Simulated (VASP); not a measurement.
# CaO (Fm-3m) in VASP: settings compared, part 3 of 4

VASP 6.6.1. Earlier steps stand in the parts before.

**5. Single point, PBE+D4**

The input, INCAR:

```
SYSTEM = CaO
PREC = Accurate
ENCUT = 600
EDIFF = 1E-6
ISMEAR = 0
SIGMA = 0.01
LREAL = .False.
LASPH = .True.
NELM = 120
ALGO = Normal
ISIF = 2
LWAVE = .False.
LCHARG = .True.
GGA = PE
IVDW = 13
LELF = .True.
LVHAR = .True.
NBANDS = 15
GGA_COMPAT = .False.
```

The input, KPOINTS:

```
regular mesh
0
Gamma
  6 6 6
  0 0 0
```

The input, POSCAR:

```
CaO
1.0
    0.0000000000      2.3975473901      2.3975473901
    2.3975473901      0.0000000000      2.3975473901
    2.3975473901      2.3975473901      0.0000000000
Ca O
1 1
Direct
    0.0000000000      0.0000000000      0.0000000000
    0.5000000000      0.5000000000      0.5000000000
```

Potentials or basis: VASP PAW PBE potentials, release 64 (Ca_sv, O).

Command:

```console
$ cat potpaw_PBE.64/Ca_sv/POTCAR potpaw_PBE.64/O/POTCAR > POTCAR
$ mpirun -np 1 vasp_std > vasp.out
```

OUTCAR:

```text
SYSTEM = CaO
   PREC = Accurate
   ENCUT = 600
   EDIFF = 1E-6
   ISMEAR = 0
   LREAL = .False.
   LASPH = .True.
   NELM = 120
   ISIF = 2
   GGA = PE
   IVDW = 13

 ion  position               nearest neighbor table
   1  0.000  0.000  0.000-   2 2.40   2 2.40   2 2.40   2 2.40   2 2.40   2 2.40
   2  0.500  0.500  0.500-   1 2.40   1 2.40   1 2.40   1 2.40   1 2.40   1 2.40

  LATTYP: Found a face centered cubic cell.
 ALAT       =     4.7950947802

  Lattice vectors:

 A1 = (   0.0000000000,   2.3975473901,   2.3975473901)
 A2 = (   2.3975473901,   0.0000000000,   2.3975473901)
 A3 = (   2.3975473901,   2.3975473901,   0.0000000000)

Analysis of symmetry for initial positions (statically):
=====================================================================
 Subroutine PRICEL returns:
 Original cell was already a primitive cell.

 Routine SETGRP: Setting up the symmetry group for a
 face centered cubic supercell.

 Subroutine GETGRP returns: Found 48 space group operations
 (whereof 48 operations were pure point group operations)
 out of a pool of 48 trial point group operations.

The static configuration has the point symmetry O_h .

Analysis of symmetry for dynamics (positions and initial velocities):
=====================================================================
 Subroutine PRICEL returns:
 Original cell was already a primitive cell.

 Routine SETGRP: Setting up the symmetry group for a
 face centered cubic supercell.

 Subroutine GETGRP returns: Found 48 space group operations
 (whereof 48 operations were pure point group operations)
 out of a pool of 48 trial point group operations.

The dynamic configuration has the point symmetry O_h .

 Subroutine INISYM returns: Found 48 space group operations
 (whereof 48 operations are pure point group operations),
 and found     1 'primitive' translations

----------------------------------------------------------------------------------------

                                     Primitive cell

  volume of cell :      27.5633

  direct lattice vectors                    reciprocal lattice vectors
     0.000000000  2.397547390  2.397547390    -0.208546451  0.208546451  0.208546451
     2.397547390  0.000000000  2.397547390     0.208546451 -0.208546451  0.208546451
     2.397547390  2.397547390  0.000000000     0.208546451  0.208546451 -0.208546451

  length of vectors
     3.390644036  3.390644036  3.390644036     0.361213049  0.361213049  0.361213049

  position of ions in fractional coordinates (direct lattice)
     0.000000000  0.000000000  0.000000000
     0.500000000  0.500000000  0.500000000

  ion indices of the primitive-cell ions
   primitive index   ion index
                 1           1
                 2           2

----------------------------------------------------------------------------------------

 KPOINTS: regular mesh

Automatic generation of k-mesh.
 Grid dimensions read from file:
 generate k-points for:    6    6    6

 Generating k-lattice:

  Cartesian coordinates                     Fractional coordinates (reciprocal lattice)
    -0.034757742  0.034757742  0.034757742     0.166666667  0.000000000  0.000000000
     0.034757742 -0.034757742  0.034757742     0.000000000  0.166666667  0.000000000
     0.034757742  0.034757742 -0.034757742     0.000000000  0.000000000  0.166666667

  Length of vectors
[... 29 lines left out ...]
   number of dos      NEDOS =    301   number of ions     NIONS =      2
   total plane-waves  NPLWV =  21952
   dimension x,y,z NGX =    28 NGY =   28 NGZ =   28
   dimension x,y,z NGXF=    56 NGYF=   56 NGZF=   56
   ions per type =               1   1
   NGX,Y,Z   is equivalent  to a cutoff of  13.73, 13.73, 13.73 a.u.
   NGXF,Y,Z  is equivalent  to a cutoff of  27.46, 27.46, 27.46 a.u.
 SYSTEM =  CaO
   PREC   = accura    normal or accurate (medium, high low for compatibility)
   ISTART =      0    job   : 0-new  1-cont  2-samecut
   ICHARG =      2    charge: 1-file 2-atom 10-const
   ISPIN  =      1    spin polarized calculation?
   LNONCOLLINEAR =      F non collinear calculations
   LSORBIT =      F    spin-orbit coupling
   LASPH  =      T    aspherical Exc in radial PAW
   ENCUT  =  600.0 eV  44.10 Ry    6.64 a.u.   6.77  6.77  6.77*2*pi/ulx,y,z
   NELM   =    120;   NELMIN=  2; NELMDL= -5     # of ELM steps
   EDIFF  = 0.1E-05   stopping-criterion for ELM
   LREAL  =      F    real-space projection
   EDIFFG = 0.1E-04   stopping-criterion for IOM
   NSW    =      0    number of steps for IOM
   IBRION =     -1    ionic relax: 0-MD 1-quasi-New 2-CG
   NFREE  =      0    steps in history (QN), initial steepest desc. (CG)
   ISIF   =      2    stress and relaxation
   ISYM   =      2    0-nonsym 1-usesym 2-fastsym
   POTIM  = 0.5000    time-step for ionic-motion
   TEBEG  =    0.0;   TEEND  =   0.0 temperature during run
   PSTRESS=    0.0 pullay stress
   NELECT =      16.0000    total number of electrons
   NUPDOWN=      -1.0000    fix difference up-down
   EMIN   =  10.00;   EMAX   =-10.00  energy-range for DOS
   EFERMI =   0.00;   METHOD = LEGACY
   ISMEAR =     0;   SIGMA  =   0.01  broadening in eV -4-tet -1-fermi 0-gaus
   EFERMI_NEDOS =   21; number of points for ismear=-14 and -15
   IALGO  =     38    algorithm
   IMIX   =      4    mixing-type and parameters
     AMIX     =   0.40;   BMIX     =  1.00
     AMIX_MAG =   1.60;   BMIX_MAG =  1.00
  volume/ion in A,a.u.               =      13.78        93.00
  Fermi-wavevector in a.u.,A,eV,Ry     =   1.365644  2.580694 25.374656  1.864985
  Thomas-Fermi vector in A             =   2.491855
   LORBIT       =      0    0 simple, 1 ext, 2 COOP (PROOUT), +10 PAW based schemes
   GGA     = PE    functional components
   LHFCALC =     F    Hartree Fock is set to
   AEXX    =    0.0000 exact exchange contribution
   IVDW    =    13    specifies the selected vdW correction
   LEPSILON=     F    determine dielectric tensor
   LRPA    =     F    only Hartree local field effects (RPA)
 non-spin polarized calculation
 Gauss-broadening in eV      SIGMA  =   0.01
  energy-cutoff  :      600.00
  volume of cell :       27.56
 maximum number of plane-waves:       941
   NGX = 13   NGY = 13   NGZ = 13

 number of electron      15.9999997 magnetization

 Free energy of the ion-electron system (eV)
  ---------------------------------------------------
  ext. energy  EPLUGINS =         0.00000000
  ---------------------------------------------------
  free energy    TOTEN  =       -12.80007924 eV

  energy without entropy =      -12.80007924  energy(sigma->0) =      -12.80007924

 E-fermi :   2.5638     XC(G=0): -10.5097

 val. band max:        2.3893888702   @ k =   0.0000   0.0000   0.0000
 cond. band min:       6.0232926358   @ k =   0.5000   0.5000   0.0000
 fundamental gap:      3.6339037656
 Fermi energy:         2.5638348314

 k-point     1 :       0.0000    0.0000    0.0000
  band No.  band energies     occupation
      1     -35.2186      2.00000
      2     -15.9776      2.00000
      3     -15.9776      2.00000
      4     -15.9776      2.00000
      5     -13.1568      2.00000
      6       2.3894      2.00000
      7       2.3894      2.00000
      8       2.3894      2.00000
      9       7.1605      0.00000
     10       8.6323      0.00000
     11       8.6323      0.00000
     12       8.6323      0.00000
     13      10.1485      0.00000
     14      10.1485      0.00000
[... 257 lines left out ...]
      2     -16.4999      2.00000
      3     -16.3708      2.00000
      4     -16.3084      2.00000
      5     -12.6137      2.00000
      6       1.1793      2.00000
      7       1.3078      2.00000
      8       1.5802      2.00000
      9       7.4231      0.00000
     10      10.0925      0.00000
     11      10.7764      0.00000
     12      11.9755      0.00000
     13      12.1388      0.00000
     14      15.3873      0.00000
     15      16.1364      0.00000

------------------------ aborting loop because EDIFF is reached ----------------------------------------

  DFT-D4 for vdW energy calculation

  Edisp (eV):   -0.32928

  FORCE on cell =-STRESS in cart. coord.  units (eV):
  Direction    XX          YY          ZZ          XY          YZ          ZX
  --------------------------------------------------------------------------------------
  -------------------------------------------------------------------------------------
  Total       0.13850     0.13850     0.13850     0.00000    -0.00000     0.00000
  in kB       8.05072     8.05072     8.05072     0.00000    -0.00000     0.00000
  external pressure =        8.05 kB  Pullay stress =        0.00 kB

 VOLUME and BASIS-vectors are now :
 -----------------------------------------------------------------------------
  energy-cutoff  :      600.00
  volume of cell :       27.56
      direct lattice vectors                 reciprocal lattice vectors
     0.000000000  2.397547390  2.397547390    -0.208546451  0.208546451  0.208546451
     2.397547390  0.000000000  2.397547390     0.208546451 -0.208546451  0.208546451
     2.397547390  2.397547390  0.000000000     0.208546451  0.208546451 -0.208546451

 POSITION                                       TOTAL-FORCE (eV/Angst)
 -----------------------------------------------------------------------------------
      0.00000      0.00000      0.00000        -0.000000     -0.000000     -0.000000
      2.39755      2.39755      2.39755         0.000000      0.000000      0.000000
 -----------------------------------------------------------------------------------
    total drift:                                0.000000      0.000000      0.000000

  FREE ENERGIE OF THE ION-ELECTRON SYSTEM (eV)
  ---------------------------------------------------
  free  energy   TOTEN  =       -13.1293552100 eV

  energy  without entropy=      -13.1293552100  energy(sigma->0) =      -13.12935521
```

Wall time 16 s (1 thread of Intel Xeon 8259CL, shared host); peak memory 0.16 GiB.

Results:

| Quantity | Value |
| --- | --- |
| Free energy | -13.1294 eV |
| Pressure | 0.8 GPa |
| Band gap on the k mesh | 3.63 eV (least direct gap 4.01 eV) |
| Dispersion energy per atom | -0.165 eV |

Levels at points of the mesh, in eV from the valence-band top:
```tsv
k point	band 6	band 7	band 8	band 9	band 10	band 11
(0.00, 0.00, 0.00)	0.00	0.00	0.00	4.77	6.24	6.24
(0.50, 0.00, 0.00)	-2.66	-1.22	-1.22	7.08	8.39	8.39
(0.50, 0.50, 0.00)	-1.30	-0.37	-0.37	3.63	8.10	8.93
```

[end of part 3 of 4]
